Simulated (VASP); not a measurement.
**Fe: single point with PBEsol**

The system is Fe.

```
Fe
1.0
     0.00000    3.53100    3.53100
     1.76550    0.00000    1.76550
     1.76550    1.76550    0.00000
Fe
2
Direct
  0.00000 0.00000 0.00000
  0.50000 0.00000 0.00000
```

This isn't the form of Fe at room conditions, which is bcc.

```json
{
  "Program": "VASP 6.6.1",
  "Task": "single point",
  "Functional": "PBEsol",
  "Potentials or basis": "VASP PAW PBE potentials, release 64 (Fe)",
  "Cutoff": "600 eV",
  "k mesh": "6 × 11 × 11",
  "Occupations": "fermi-dirac, width 0.1 eV",
  "Spin": "collinear spin",
  "Starting moments": "[4.0, 0.0] μB",
  "Dipole correction": "no",
  "Further INCAR settings": "ALGO = Normal; EDIFF = 1e-06; NBANDS = 19; ISYM = 0"
}
```

```yaml
Pressure: -18.0 GPa
Band_gap_on_the_k_mesh: zero (filled and empty bands overlap)
Net_moment: 0.01 μB per cell
Site_moments: Fe +1.29, -1.28 μB
Valence_electrons_inside_the_program's_atomic_spheres: Fe 7.33
```

Stress tensor (GPa, compression positive):
```
-18.18  -2.46  -2.46
 -2.46 -17.91   2.50
 -2.46   2.50 -17.91
```

Levels at points of the mesh, in eV from the Fermi level:
Spin up:
| k point | band 5 | band 6 | band 7 | band 8 | band 9 | band 10 | band 11 | band 12 |
| --- | --- | --- | --- | --- | --- | --- | --- | --- |
| (0.00, 0.00, 0.00) | -1.56 | -1.47 | -1.47 | -0.13 | -0.13 | 0.00 | 1.12 | 1.12 |
| (0.50, 0.00, 0.00) | -1.84 | -1.66 | -0.80 | -0.80 | -0.69 | -0.69 | 0.71 | 0.71 |
Spin down:
| k point | band 4 | band 5 | band 6 | band 7 | band 8 | band 9 | band 10 | band 11 | band 12 | band 13 |
| --- | --- | --- | --- | --- | --- | --- | --- | --- | --- | --- |
| (0.00, 0.00, 0.00) | -1.98 | -1.56 | -1.47 | -1.47 | -0.13 | -0.13 | 0.00 | 1.12 | 1.12 | 7.52 |
| (0.50, 0.00, 0.00) | -1.83 | -1.83 | -1.66 | -0.80 | -0.80 | -0.69 | -0.69 | 0.71 | 0.71 | 15.29 |

Wall time 8.3 min on 1 thread of Intel(R) Xeon(R) Platinum 8259CL CPU @ 2.50GHz (Skylake/Cascade Lake), on a shared host, peak memory 0.37 GiB.

Caveat: the cell stands under tension; the PAW data sets were made with another functional, which shifts forces and pressure a little.
